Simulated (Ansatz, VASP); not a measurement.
Ga2O3 in VASP and in Ansatz

```
Ga O
1.0
     2.47493    1.42890    4.43545
    -2.47493    1.42890    4.43545
     0.00000   -2.85781    4.43545
Ga O
4 6
Cartesian
  0.0000 0.0000 11.3871
  0.0000 0.0000 8.5725
  0.0000 0.0000 1.9193
  0.0000 0.0000 4.7339
  0.7494 1.5598 5.5443
  0.9762 -1.4289 5.5443
  -1.7256 -0.1309 5.5443
  -0.7494 -1.5598 7.7620
  1.7256 0.1309 7.7620
  -0.9762 1.4289 7.7620
```

Alike in both runs: functional LDA; k mesh 5 × 5 × 5; no spin polarisation.

Ansatz relaxed the structure, and its values are those at the end. VASP's run is a single point on that final structure, the one shown.

```csv
,VASP,Ansatz
version,VASP 6.6.1,Ansatz 0.2.0
potentials or method,"VASP PAW LDA potentials, release 64 (Ga_d, O_h)","scalar-relativistic, plane waves, PAW"
plane-wave cutoff (eV),1340,420
occupations,"gaussian, width 0.01 eV",fixed
valence electrons in the cell,88,88
```

Ansatz gave:

| Property | Result |
| --- | --- |
| gap on the k mesh at the Fermi level (eV) | 3.05 |
| least direct gap on the mesh (eV) | 3.31 |
| pressure (GPa) | 0.0 |
| rms of the force components (eV/Å) | 0.000 |

Question: What did VASP give for the same quantities?

Answer: gap on the k mesh at the Fermi level (eV): 3.07; least direct gap on the mesh (eV): 3.34; pressure (GPa): 1.7; rms of the force components (eV/Å): 0.010.

LDA's correlation is that of Perdew and Zunger in VASP and of Perdew and Wang (1992) in Ansatz.
